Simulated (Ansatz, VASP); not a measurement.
Os, level by level in two programs

```
Os
1.0
     2.73410    0.00000    0.00000
    -1.36705    2.36780    0.00000
     0.00000    0.00000    4.31970
Os
2
Cartesian
  1.3671 0.7893 3.2398
  0.0000 1.5785 1.0799
```

Single points on this cell with VASP 6.6.1 and Ansatz 0.2.0. Each row is one pair of runs. Alike in all rows: spin: off; smearing: fermi-dirac, width 0.05 eV.

| level | k mesh | VASP's potentials, cutoff | Ansatz's potentials, cutoff | gap on the k mesh at the Fermi level (eV), VASP | gap on the k mesh at the Fermi level (eV), Ansatz | pressure (GPa), VASP | pressure (GPa), Ansatz |
| --- | --- | --- | --- | --- | --- | --- | --- |
| BHLYP | 6 × 6 × 3 | VASP PAW PBE potentials, release 64 (Os), 520 eV | Ansatz PAW, 420 eV | none | none | 2.2 | -1.9 |
| HSE06 | 6 × 6 × 3 | VASP PAW PBE potentials, release 64 (Os), 520 eV | Ansatz PAW, 420 eV | none | none | -3.5 | -4.9 |
| SVWN5 | 11 × 11 × 6 | VASP PAW PBE potentials, release 64 (Os_sv_GW), 560 eV | Ansatz PAW, 420 eV | none | none | -10.5 | -8.9 |
| BLYP | 11 × 11 × 6 | VASP PAW PBE potentials, release 64 (Os_sv_GW), 560 eV | Ansatz PAW, 420 eV | none | none | 26.2 | 25.8 |
| BLYP+D4 | 11 × 11 × 6 | VASP PAW PBE potentials, release 64 (Os_sv_GW), 560 eV | Ansatz PAW, 420 eV | ? | none | ? | 10.8 |
| r2SCAN+D3(BJ) | 11 × 11 × 6 | VASP PAW PBE potentials, release 64 (Os_sv_GW), 620 eV | Ansatz PAW, 500 eV | none | none | -3.3 | -2.5 |
| r2SCANh | 6 × 6 × 3 | VASP PAW PBE potentials, release 64 (Os_sv_GW), 460 eV | Ansatz PAW, 500 eV | none | none | - | - |

Fill in what VASP gave in row 5.

gap on the k mesh at the Fermi level (eV): none; pressure (GPa): 11.1.

VASP's potentials hold 16 valence electrons a cell and Ansatz's 32 in some rows, so a difference there can come from the potentials and not from the codes.

A gap of «none» marks a metal or a gap that the smearing closes.

The k mesh is coarse in some rows, so the values compare programs but aren't converged. Spin-orbit coupling is off throughout.
